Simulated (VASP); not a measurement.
Here is a VASP 6.6.1 calculation.

The input INCAR:

```
SYSTEM = Pd
ALGO = Normal
EDIFF = 1E-6
ENCUT = 520
GGA = PS
ISIF = 2
ISMEAR = -1
ISPIN = 2
LASPH = .True.
LCHARG = .True.
LELF = .True.
LMAXMIX = 4
LORBIT = 11
LREAL = .False.
LVHAR = .True.
LWAVE = .False.
MAGMOM = 0.5
NBANDS = 15
NELM = 150
PREC = Accurate
SIGMA = 0.05
```

File KPOINTS:

```
k-points
0
Gamma
  16 16 16
  0 0 0
```

Contents of POSCAR:

```
Pd
1.0
   -1.4780889986      1.4780889986      1.4780889986
    1.4780889986     -1.4780889986      1.4780889986
    1.4780889986      1.4780889986     -1.4780889986
Pd
1
Direct
    0.0000000000      0.0000000000      0.0000000000
```

Potentials or basis: VASP PAW PBE potentials, release 64 (Pd).

The run is started by

```sh
$ cat potpaw_PBE.64/Pd/POTCAR > POTCAR
$ mpirun -np 1 vasp_std > vasp.out
```

(1) Predict the pressure.

(2) Estimate the band gap on the k mesh.

(3) Predict the net moment.

## Answers

(1) 35.3 GPa.

(2) zero (filled and empty bands overlap).

(3) 0.00 μB per cell.

Caveat: the PAW data sets were made with another functional, which shifts forces and pressure a little.
